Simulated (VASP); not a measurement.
InAs: single point with PBE

InAs:

```xyz
2
Lattice="0.0000 3.0180 3.0180 3.0180 0.0000 3.0180 3.0180 3.0180 0.0000" Properties=species:S:1:pos:R:3 pbc="T T T"
In    0.0000    0.0000    0.0000
As    4.5270    4.5270    4.5270
```

* Program: VASP 6.6.1
* Task: single point
* Functional: PBE
* Potentials or basis: VASP PAW PBE potentials, release 64 (In_d, As)
* Cutoff: 520 eV
* k mesh: 8 × 8 × 8
* Occupations: gaussian, width 0.029 eV
* Spin: no spin polarisation

```
Pressure               : 4.4 GPa
Band gap on the k mesh : zero (filled and empty bands touch)
```

Levels at points of the mesh, in eV from the Fermi level:
```csv
k point,band 7,band 8,band 9,band 10,band 11,band 12
"(0.00, 0.00, 0.00)",-0.18,-0.01,-0.01,-0.01,3.90,3.90
"(0.50, 0.00, 0.00)",-5.80,-1.01,-1.01,0.96,4.67,4.67
"(0.50, 0.50, 0.00)",-5.87,-2.35,-2.35,1.53,2.05,9.21
```

Run time: 13 s on 1 thread of Intel(R) Xeon(R) Platinum 8488C (Sapphire Rapids), on a shared host, peak memory 0.18 GiB.

Caveat: spin-orbit coupling is left out, which moves the levels of the heavy elements.
